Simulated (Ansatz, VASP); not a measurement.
## Two plane-wave programs on CdSe

File INCAR:

```
SYSTEM = CdSe
PREC = Accurate
ENCUT = 520
EDIFF = 1E-7
ISMEAR = 0
SIGMA = 0.05
LREAL = .FALSE.
LASPH = .TRUE.
NELM = 60
ALGO = Normal
ISIF = 2
LWAVE = .FALSE.
LCHARG = .FALSE.
GGA = PE
NBANDS = 26
```

File KPOINTS:

```
Automatic mesh
0
G
  6 6 4
  0 0 0
```

File POSCAR:

```
CdSe
1.0
    4.3860000000      0.0000000000      0.0000000000
   -2.1930000000      3.7983871800      0.0000000000
    0.0000000000      0.0000000000      6.7474048443
Cd Se
2 2
Direct
    0.3333333333      0.6666666667      0.0000000000
    0.6666666667      0.3333333333      0.5000000000
    0.3333333333      0.6666666667      0.3850000000
    0.6666666667      0.3333333333      0.8850000000
```

Input for Ansatz:

```yaml
crystal:
  lattice:
    - [4.386, 0.0, 0.0]
    - [-2.193, 3.79838718, 0.0]
    - [0.0, 0.0, 6.7474048442906565]
  atoms:
    - { symbol: Cd, position: [0.3333333333333333, 0.6666666666666666, 0.0] }
    - { symbol: Cd, position: [0.6666666666666666, 0.3333333333333333, 0.5] }
    - { symbol: Se, position: [0.3333333333333333, 0.6666666666666666, 0.385] }
    - { symbol: Se, position: [0.6666666666666666, 0.3333333333333333, 0.885] }
basis:
  ecutwfc: 520.0
kpoints:
  mp_grid:
    grid: [6, 6, 4]
hamiltonian:
  xc: pbe
  pseudopotentials:
    kind: paw
scf:
  occupations:
    method: gaussian
    width: 0.05
output:
  stress: true
```

Alike in both runs: task single point; functional PBE; k mesh 6 × 6 × 4; occupations gaussian, width 0.05 eV; no spin polarisation.

|  | VASP | Ansatz |
| --- | --- | --- |
| version | VASP 6.6.1 | Ansatz 0.2.0 |
| potentials or method | VASP PAW PBE potentials, release 64 (Cd, Se), cutoff 520 eV | plane waves, PAW |
| valence electrons in the cell | 36 | 72 |

Ansatz gave:

* pressure (GPa): 2.9
* traceless stress, the component that is largest in VASP (GPa): 2.33

Question: What did VASP give for the same quantities?

Answer: Pressure (GPa): 3.3; traceless stress, the component that is largest in VASP (GPa): 2.37.

VASP's potentials hold 36 valence electrons a cell and Ansatz's 72, so a difference there can come from the potentials and not from the codes. Ansatz's warnings: structure snapped to symmetry.
